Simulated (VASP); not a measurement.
# HC16 (a cell with a defect) in VASP: further runs

The runs below take HC16 (a cell with a defect) through single point, with PBE.

All numbers are computed with VASP 6.6.1; they aren't measurements. Logs are shortened: lines on timing, memory, paths and dates and some standing lists are left out, and cuts for length are marked.

## (1) The cell of the first run

The cell holds a defect, 17 atoms: a = 5.049 Å, b = 5.049 Å, c = 5.049 Å, α = 60.00°, β = 60.00°, γ = 60.00°.

## (2) Single point, PBE

Input file INCAR:

```
SYSTEM = HC16
PREC = Accurate ; ENCUT = 520
EDIFF = 1E-6 ; ISMEAR = 0
SIGMA = 0.05 ; LREAL = Auto
LASPH = .TRUE. ; NELM = 100
ALGO = Normal ; ISIF = 2
LWAVE = .FALSE. ; LCHARG = .FALSE.
GGA = PE ; NELECT = 64.0
NBANDS = 46
```

Input file KPOINTS:

```
regular mesh
0
G
  3 3 3
  0 0 0
```

Input file POSCAR:

```
HC16
1.0
    0.0000000000      3.5700000000      3.5700000000
    3.5700000000      0.0000000000      3.5700000000
    3.5700000000      3.5700000000      0.0000000000
C H
16 1
Direct
   -0.0059768908     -0.0229155462     -0.0050443978
    0.1373403361      0.1266974790      0.1397123249
    0.0052212885     -0.0164529412      0.5025316527
    0.1296521008      0.1138627451      0.6176599440
    0.0051232493      0.4915128852      0.0018473389
    0.1307805322      0.6108138655      0.1284670868
    0.0041668067      0.4882051821      0.5025121849
    0.1330389356      0.6098935574      0.6264392157
    0.5175533613     -0.0104802521      0.0036973389
    0.6309787115      0.1200240896      0.1291347339
    0.5075866947     -0.0120788515      0.5017894958
    0.6324987395      0.1155662465      0.6258317927
    0.5066242297      0.4933799720      0.0007245098
    0.6312347339      0.6149546218      0.1293607843
    0.5067585434      0.4890322129      0.5025011204
    0.6310746499      0.6143144258      0.6269021008
    0.2241028011      1.0369114846     -0.0738879552
```

Potentials or basis: VASP PAW PBE potentials, release 64 (C, H).

Started as:

```sh
cat potpaw_PBE.64/C/POTCAR potpaw_PBE.64/H/POTCAR > POTCAR
mpirun -np 1 vasp_std > vasp.out
```

OUTCAR:

```text
SYSTEM = HC16
   PREC = Accurate
   ENCUT = 520
   EDIFF = 1E-6
   ISMEAR = 0
   LREAL = Auto
   LASPH = .TRUE.
   NELM = 100
   ISIF = 2
   GGA = PE
   NELECT = 64.0

 ion  position               nearest neighbor table
   1  0.994  0.977  0.995-  17 1.18  10 1.50   6 1.51   4 1.56   2 1.80
   2  0.137  0.127  0.140-  17 1.17   3 1.50   5 1.51   9 1.57   1 1.80
   3  0.005  0.984  0.503-   2 1.50   4 1.53  12 1.54   8 1.54
   4  0.130  0.114  0.618-   3 1.53   7 1.54   1 1.56  11 1.56
   5  0.005  0.492  0.002-   2 1.51   6 1.53  14 1.54   8 1.55
   6  0.131  0.611  0.128-   1 1.51   5 1.53   7 1.54  13 1.55
   7  0.004  0.488  0.503-  16 1.54   6 1.54   8 1.54   4 1.54
   8  0.133  0.610  0.626-   3 1.54  15 1.54   7 1.54   5 1.55
   9  0.518  0.990  0.004-  10 1.52  14 1.55  12 1.56   2 1.57
  10  0.631  0.120  0.129-   1 1.50   9 1.52  11 1.54  13 1.54
  11  0.508  0.988  0.502-  10 1.54  16 1.54  12 1.55   4 1.56
  12  0.632  0.116  0.626-   3 1.54  15 1.54  11 1.55   9 1.56
  13  0.507  0.493  0.001-  10 1.54  16 1.54  14 1.55   6 1.55
  14  0.631  0.615  0.129-  15 1.54   5 1.54   9 1.55  13 1.55
  15  0.507  0.489  0.503-  14 1.54  12 1.54   8 1.54  16 1.54
  16  0.631  0.614  0.627-   7 1.54  11 1.54  13 1.54  15 1.54
  17  0.224  0.037  0.926-   2 1.17   1 1.18

  LATTYP: Found a face centered cubic cell.
 ALAT       =     7.1400000000

  Lattice vectors:

 A1 = (   0.0000000000,   3.5700000000,   3.5700000000)
 A2 = (   3.5700000000,   0.0000000000,   3.5700000000)
 A3 = (   3.5700000000,   3.5700000000,   0.0000000000)

Analysis of symmetry for initial positions (statically):
=====================================================================
 Subroutine PRICEL returns:
 Original cell was already a primitive cell.

 Routine SETGRP: Setting up the symmetry group for a
 face centered cubic supercell.

 Subroutine GETGRP returns: Found  1 space group operations
 (whereof  1 operations were pure point group operations)
 out of a pool of 48 trial point group operations.

The static configuration has the point symmetry C_1 .

Analysis of symmetry for dynamics (positions and initial velocities):
=====================================================================
 Subroutine PRICEL returns:
 Original cell was already a primitive cell.

 Routine SETGRP: Setting up the symmetry group for a
 face centered cubic supercell.

 Subroutine GETGRP returns: Found  1 space group operations
 (whereof  1 operations were pure point group operations)
 out of a pool of 48 trial point group operations.

The dynamic configuration has the point symmetry C_1 .

 Subroutine INISYM returns: Found  1 space group operations
 (whereof  1 operations are pure point group operations),
 and found     1 'primitive' translations

----------------------------------------------------------------------------------------

                                     Primitive cell

  volume of cell :      90.9986

  direct lattice vectors                    reciprocal lattice vectors
     0.000000000  3.570000000  3.570000000    -0.140056022  0.140056022  0.140056022
     3.570000000  0.000000000  3.570000000     0.140056022 -0.140056022  0.140056022
     3.570000000  3.570000000  0.000000000     0.140056022  0.140056022 -0.140056022

  length of vectors
     5.048742418  5.048742418  5.048742418     0.242584147  0.242584147  0.242584147

  position of ions in fractional coordinates (direct lattice)
     0.994023109  0.977084454  0.994955602
     0.137340336  0.126697479  0.139712325
     0.005221289  0.983547059  0.502531653
     0.129652101  0.113862745  0.617659944
     0.005123249  0.491512885  0.001847339
     0.130780532  0.610813865  0.128467087
[... 9 lines left out ...]
     0.631074650  0.614314426  0.626902101
     0.224102801  0.036911485  0.926112045

  ion indices of the primitive-cell ions
   primitive index   ion index
                 1           1
                 2           2
                 3           3
                 4           4
                 5           5
                 6           6
[... 9 lines left out ...]
                16          16
                17          17

----------------------------------------------------------------------------------------

 KPOINTS: regular mesh

Automatic generation of k-mesh.
 Grid dimensions read from file:
 generate k-points for:    3    3    3

 Generating k-lattice:

  Cartesian coordinates                     Fractional coordinates (reciprocal lattice)
    -0.046685341  0.046685341  0.046685341     0.333333333  0.000000000  0.000000000
     0.046685341 -0.046685341  0.046685341     0.000000000  0.333333333  0.000000000
     0.046685341  0.046685341 -0.046685341     0.000000000  0.000000000  0.333333333

  Length of vectors
     0.080861382  0.080861382  0.080861382

  Shift w.r.t. Gamma in fractional coordinates (k-lattice)
     0.000000000  0.000000000  0.000000000

 Subroutine IBZKPT returns following result:
 ===========================================

 Found     14 irreducible k-points:

 Following reciprocal coordinates:
            Coordinates               Weight
  0.000000  0.000000  0.000000      1.000000
  0.333333  0.000000  0.000000      2.000000
  0.000000  0.333333  0.000000      2.000000
  0.000000  0.000000  0.333333      2.000000
  0.333333  0.333333  0.333333      2.000000
  0.333333  0.333333  0.000000      2.000000
  0.000000  0.333333  0.333333      2.000000
  0.333333  0.000000  0.333333      2.000000
 -0.333333  0.333333  0.000000      2.000000
  0.000000 -0.333333  0.333333      2.000000
  0.333333  0.000000 -0.333333      2.000000
  0.333333  0.333333 -0.333333      2.000000
 -0.333333  0.333333 -0.333333      2.000000
  0.333333 -0.333333 -0.333333      2.000000
   k-points           NKPTS =     14   k-points in BZ     NKDIM =     14   number of bands    NBANDS=     46
   number of dos      NEDOS =    301   number of ions     NIONS =     17
   total plane-waves  NPLWV =  64000
   dimension x,y,z NGX =    40 NGY =   40 NGZ =   40
   dimension x,y,z NGXF=    80 NGYF=   80 NGZF=   80
   ions per type =              16   1
   NGX,Y,Z   is equivalent  to a cutoff of  13.17, 13.17, 13.17 a.u.
   NGXF,Y,Z  is equivalent  to a cutoff of  26.34, 26.34, 26.34 a.u.
 SYSTEM =  HC16
   PREC   = accura    normal or accurate (medium, high low for compatibility)
   ISTART =      0    job   : 0-new  1-cont  2-samecut
   ICHARG =      2    charge: 1-file 2-atom 10-const
   ISPIN  =      1    spin polarized calculation?
   LNONCOLLINEAR =      F non collinear calculations
   LSORBIT =      F    spin-orbit coupling
   LASPH  =      T    aspherical Exc in radial PAW
   ENCUT  =  520.0 eV  38.22 Ry    6.18 a.u.   9.39  9.39  9.39*2*pi/ulx,y,z
   NELM   =    100;   NELMIN=  2; NELMDL= -5     # of ELM steps
   EDIFF  = 0.1E-05   stopping-criterion for ELM
   LREAL  =      T    real-space projection
   EDIFFG = 0.1E-04   stopping-criterion for IOM
   NSW    =      0    number of steps for IOM
   IBRION =     -1    ionic relax: 0-MD 1-quasi-New 2-CG
   NFREE  =      0    steps in history (QN), initial steepest desc. (CG)
   ISIF   =      2    stress and relaxation
   ISYM   =      2    0-nonsym 1-usesym 2-fastsym
   POTIM  = 0.5000    time-step for ionic-motion
   TEBEG  =    0.0;   TEEND  =   0.0 temperature during run
   PSTRESS=    0.0 pullay stress
   NELECT =      64.0000    total number of electrons
   NUPDOWN=      -1.0000    fix difference up-down
   EMIN   =  10.00;   EMAX   =-10.00  energy-range for DOS
   EFERMI =   0.00;   METHOD = LEGACY
   ISMEAR =     0;   SIGMA  =   0.05  broadening in eV -4-tet -1-fermi 0-gaus
   EFERMI_NEDOS =   21; number of points for ismear=-14 and -15
   IALGO  =     38    algorithm
   IMIX   =      4    mixing-type and parameters
     AMIX     =   0.40;   BMIX     =  1.00
     AMIX_MAG =   1.60;   BMIX_MAG =  1.00
  volume/ion in A,a.u.               =       5.35        36.12
  Fermi-wavevector in a.u.,A,eV,Ry     =   1.455872  2.751200 28.838420  2.119564
  Thomas-Fermi vector in A             =   2.572856
   LORBIT       =      0    0 simple, 1 ext, 2 COOP (PROOUT), +10 PAW based schemes
   GGA     = PE    functional components
   LHFCALC =     F    Hartree Fock is set to
   AEXX    =    0.0000 exact exchange contribution
   IVDW    =     0    specifies the selected vdW correction
   LEPSILON=     F    determine dielectric tensor
   LRPA    =     F    only Hartree local field effects (RPA)
 non-spin polarized calculation
 Gauss-broadening in eV      SIGMA  =   0.05
  energy-cutoff  :      520.00
  volume of cell :       91.00
 maximum number of plane-waves:      2453
 NGX is ok and might be reduce to    40
   NGX = 19   NGY = 19   NGZ = 19

 number of electron      64.0000001 magnetization

 Free energy of the ion-electron system (eV)
  ---------------------------------------------------
  ext. energy  EPLUGINS =         0.00000000
  ---------------------------------------------------
  free energy    TOTEN  =      -155.22604472 eV

  energy without entropy =     -155.22604472  energy(sigma->0) =     -155.22604472

 E-fermi :  10.1557     XC(G=0): -13.2413

 val. band max:        9.8921381522   @ k =   0.0000   0.0000   0.0000
 cond. band min:      12.3964020602   @ k =   0.0000   0.0000   0.0000
 fundamental gap:      2.5042639080
 Fermi energy:        10.1557145985

 k-point     1 :       0.0000    0.0000    0.0000
  band No.  band energies     occupation
      1     -11.9897      2.00000
      2      -6.9378      2.00000
      3      -6.0193      2.00000
      4      -5.9401      2.00000
      5      -5.8874      2.00000
      6      -4.7832      2.00000
[... 36 lines left out ...]
     43      17.7015      0.00000
     44      18.0393      0.00000

 k-point     2 :       0.3333    0.0000    0.0000
  band No.  band energies     occupation
      1     -11.2748      2.00000
      2      -8.9404      2.00000
      3      -6.6949      2.00000
      4      -6.1827      2.00000
      5      -5.9224      2.00000
      6      -5.2142      2.00000
[... 36 lines left out ...]
     43      17.7124      0.00000
     44      18.0205      0.00000

 k-point     3 :       0.0000    0.3333    0.0000
  band No.  band energies     occupation
      1     -11.2962      2.00000
      2      -8.8930      2.00000
      3      -6.5861      2.00000
      4      -6.1639      2.00000
      5      -5.9576      2.00000
      6      -5.2991      2.00000
[... 36 lines left out ...]
     43      17.8989      0.00000
     44      17.9675      0.00000

 k-point     4 :       0.0000    0.0000    0.3333
  band No.  band energies     occupation
      1     -11.2784      2.00000
      2      -8.9321      2.00000
      3      -6.6799      2.00000
      4      -6.1719      2.00000
      5      -5.9336      2.00000
      6      -5.2262      2.00000
[... 412 lines left out ...]
     43      19.2703      0.00000
     44      19.4613      0.00000

 k-point    13 :      -0.3333    0.3333   -0.3333
  band No.  band energies     occupation
      1     -10.2680      2.00000
      2      -9.2785      2.00000
      3      -8.8165      2.00000
      4      -7.0305      2.00000
      5      -6.7179      2.00000
      6      -4.5304      2.00000
[... 36 lines left out ...]
     43      19.1662      0.00000
     44      19.4281      0.00000

 k-point    14 :       0.3333   -0.3333   -0.3333
  band No.  band energies     occupation
      1     -10.2128      2.00000
      2      -9.3525      2.00000
      3      -8.8552      2.00000
      4      -6.9723      2.00000
      5      -6.6869      2.00000
      6      -4.6232      2.00000
[... 36 lines left out ...]
     43      19.2600      0.00000
     44      19.4853      0.00000
 [bands above 44 left out]

------------------------ aborting loop because EDIFF is reached ----------------------------------------

  FORCE on cell =-STRESS in cart. coord.  units (eV):
  Direction    XX          YY          ZZ          XY          YZ          ZX
  --------------------------------------------------------------------------------------
  -------------------------------------------------------------------------------------
  Total       -5.8254882     -5.5245623     -5.6977198      2.6065278      2.7517838      2.1883728
  in kB     -102.5671446    -97.2688575   -100.3175750     45.8921383     48.4496057     38.5298434
  external PRESSURE =    -100.0511924 kB  Pullay stress =       0.0000000 kB

 VOLUME and BASIS-vectors are now :
 -----------------------------------------------------------------------------
  energy-cutoff  :      520.00
  volume of cell :       91.00
      direct lattice vectors                 reciprocal lattice vectors
     0.000000000  3.570000000  3.570000000    -0.140056022  0.140056022  0.140056022
     3.570000000  0.000000000  3.570000000     0.140056022 -0.140056022  0.140056022
     3.570000000  3.570000000  0.000000000     0.140056022  0.140056022 -0.140056022

 POSITION                                       TOTAL-FORCE (eV/Angst)
 -----------------------------------------------------------------------------------
      7.04018      7.10065      7.03685         0.020607      0.009365      0.008725
      0.95108      0.98908      0.94261         0.003029      0.002409     -0.014548
      5.30530      1.81268      3.52990        -0.004612      0.008282     -0.008018
      2.61154      2.66790      0.86935         0.003298      0.002380      0.000760
      1.76130      0.02488      1.77299         0.005645     -0.007823      0.006399
      2.63923      0.92551      2.64749         0.005512      0.007382     -0.000629
[... 9 lines left out ...]
      4.43114      4.49098      4.44604         0.003065     -0.001748     -0.005593
      3.43799      4.10627      0.93182        -0.034015     -0.022749      0.043099
 -----------------------------------------------------------------------------------
    total drift:                               -0.017824      0.001116     -0.000329

  FREE ENERGIE OF THE ION-ELECTRON SYSTEM (eV)
  ---------------------------------------------------
  free  energy   TOTEN  =      -155.2260447249 eV

  energy  without entropy=     -155.2260447249  energy(sigma->0) =     -155.22604472
```

Run time: 99 s. Hardware: 1 thread of Intel Xeon Platinum 8259CL at 2.50GHz (Skylake/Cascade Lake), shared host; peak memory 0.24 GiB.

What came out:

* Free energy: -155.2260 eV
* Largest force: 0.059 eV/Å

Forces in eV/Å, atoms in the order of the input:
```
C    0.021  0.009  0.009
C    0.003  0.002 -0.015
C   -0.005  0.008 -0.008
C    0.003  0.002  0.001
C    0.006 -0.008  0.006
C    0.006  0.007 -0.001
C   -0.002  0.007 -0.004
C    0.000 -0.001 -0.009
C   -0.003 -0.003 -0.004
C   -0.001 -0.001  0.006
C   -0.004 -0.004 -0.002
C    0.004 -0.002 -0.006
C    0.001  0.003 -0.005
C    0.003 -0.005 -0.008
C   -0.001  0.009  0.001
C    0.003 -0.002 -0.006
H   -0.034 -0.023  0.043
```

Levels at points of the mesh, in eV from the Fermi level:
```
           k point  band 29  band 30  band 31  band 32  band 33  band 34  band 35  band 36
(0.00, 0.00, 0.00)    -2.87    -0.54    -0.42    -0.26     2.24     3.13     4.01     4.25
```

Caveat: the k points lie up to 0.51 Å⁻¹ apart; the cell carries a net charge on a neutralising background, which shifts energy and pressure; the cell is charged against a uniform background, so pressure and absolute levels hang on convention.

## (3) Single point, PBE

Input file INCAR:

```
SYSTEM = HC16
ALGO = Normal ; EDIFF = 1E-6
ENCUT = 520 ; GGA = PE
ISIF = 2 ; ISMEAR = 0
LASPH = .True. ; LCHARG = .False.
LREAL = Auto ; LWAVE = .False.
NBANDS = 46 ; NELECT = 64.0
NELM = 80 ; PREC = Accurate
SIGMA = 0.05
```

Input file KPOINTS:

```
k-points
0
Gamma
  3 3 3
  0 0 0
```

Input file POSCAR:

```
HC16
1.0
    0.0000000000      3.5700000000      3.5700000000
    3.5700000000      0.0000000000      3.5700000000
    3.5700000000      3.5700000000      0.0000000000
C H
16 1
Direct
   -0.0037875350     -0.0214645658      0.0333337535
    0.1317983193      0.1151756303      0.1402661064
    0.0071036415     -0.0153579832      0.5098330532
    0.1393557423      0.1274689076      0.5981504202
    0.0061619048      0.4895411765      0.0060574230
    0.1330343137      0.6126729692      0.1300175070
    0.0070714286      0.4932546218      0.5016829132
    0.1349882353      0.6111907563      0.6314277311
    0.5098152661     -0.0109351541      0.0041738095
    0.6327816527      0.1212696078      0.1216247899
    0.5187920168     -0.0093376751      0.4912074230
    0.6344819328      0.1167435574      0.6274331933
    0.5085866947      0.4946547619      0.0002620448
    0.6330158263      0.6155511204      0.1287654062
    0.5088400560      0.4903002801      0.5026896359
    0.6331343137      0.6163208683      0.6255292717
    0.2211665266      1.0523281513     -0.1844191877
```

Potentials or basis: VASP PAW PBE potentials, release 64 (C, H).

Started as:

```sh
cat potpaw_PBE.64/C/POTCAR potpaw_PBE.64/H/POTCAR > POTCAR
mpirun -np 1 vasp_std > vasp.out
```

It took 99 s on 1 thread of Intel Xeon Platinum 8259CL at 2.50GHz (Skylake/Cascade Lake), shared host; peak memory 0.24 GiB.

It converged, with:

```
Free energy   : -155.2275 eV
Largest force : 0.038 eV/Å
```

Forces on the atoms (eV/Å):
```
C    0.007 -0.003  0.002
C    0.015  0.008  0.011
C    0.019  0.022 -0.024
C   -0.004  0.008 -0.001
C   -0.004  0.000  0.004
C   -0.019  0.001 -0.006
C    0.007 -0.006 -0.003
C   -0.012 -0.014 -0.006
C    0.001 -0.011  0.008
C   -0.011 -0.016  0.012
C   -0.002  0.000  0.004
C   -0.006 -0.010 -0.009
C   -0.004 -0.003  0.018
C    0.004  0.008  0.003
C    0.006  0.003 -0.007
C    0.004  0.000 -0.013
H    0.000  0.012  0.009
```

Levels at points of the mesh, in eV from the Fermi level:
```
           k point  band 30  band 31  band 32  band 33  band 34  band 35
(0.00, 0.00, 0.00)    -0.53    -0.39    -0.24     2.36     3.09     4.04
```

Caveat: the k points lie up to 0.51 Å⁻¹ apart; the cell carries a net charge on a neutralising background, which shifts energy and pressure; the cell is charged against a uniform background, so pressure and absolute levels hang on convention.
